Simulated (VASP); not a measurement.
Crystal: TaSi2.

```
Ta Si
1.0
     4.78000    0.00000    0.00000
    -2.39000    4.13960    0.00000
     0.00000    0.00000    6.56400
Ta Si
3 6
Direct
  0.50000 0.00000 0.50000
  0.50000 0.50000 0.83333
  0.00000 0.50000 0.16667
  0.15893 0.31786 0.50000
  0.84107 0.15893 0.83333
  0.68214 0.84107 0.16667
  0.84107 0.68214 0.50000
  0.15893 0.84107 0.83333
  0.31786 0.15893 0.16667
```

Base run:

| Quantity | Value |
| --- | --- |
| Program | VASP 6.6.1 |
| Functional | PBE |
| Potentials or basis | VASP PAW PBE potentials, release 64 (Ta_pv, Si) |
| Cutoff | 520 eV |
| k mesh | 8 × 8 × 5 |
| Occupations | fermi-dirac, width 0.05 eV |
| Spin | no spin polarisation |

Its results: pressure 3.1 GPa.

Question: The run is repeated on the same cell with these changes: functional from PBE to r2SCAN; further incar settings from ALGO = Normal; EDIFF = 1e-06; NBANDS = 38 to ALGO = Normal; EDIFF = 1e-08; NBANDS = 38. What comes out?

Answer: Pressure -0.1 GPa.

Caveats: the PAW data sets were made with another functional, which shifts forces and pressure a little (some runs).
